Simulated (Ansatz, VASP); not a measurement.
# NaCl: VASP beside Ansatz

```xyz
2
Lattice="3.4595 0.0797 0.0000 0.0797 3.4595 0.0000 0.0000 0.0000 3.4595" Properties=species:S:1:pos:R:3 pbc="T T T"
Na    0.0000    0.0000    0.0000
Cl    1.7696    1.7696    1.7298
```

Change from the starting cell: shear_xy strain +4.6%.

Alike in both runs: task single point; functional HSE06; k mesh 6 × 6 × 6; no spin polarisation.

```csv
,VASP,Ansatz
version,VASP 6.6.1,Ansatz 0.2.0
potentials or method,"VASP PAW PBE potentials, release 64 (Na_pv, Cl)","plane waves, PAW"
plane-wave cutoff (eV),520,420
occupations,"gaussian, width 0.01 eV",fixed
valence electrons in the cell,14,16
```

```tsv
	VASP	Ansatz	Ansatz less VASP
gap on the k mesh at the Fermi level (eV)	5.43	5.44	+0.009
pressure (GPa)	0.6	0.6	-0.01
traceless stress, the component that is largest in VASP (GPa)	0.09	0.10	+0.008
```

VASP's potentials hold 14 valence electrons a cell and Ansatz's 16, so a difference there can come from the potentials and not from the codes. Ansatz's warnings: stress exchange threshold loose, stress scf threshold loose.
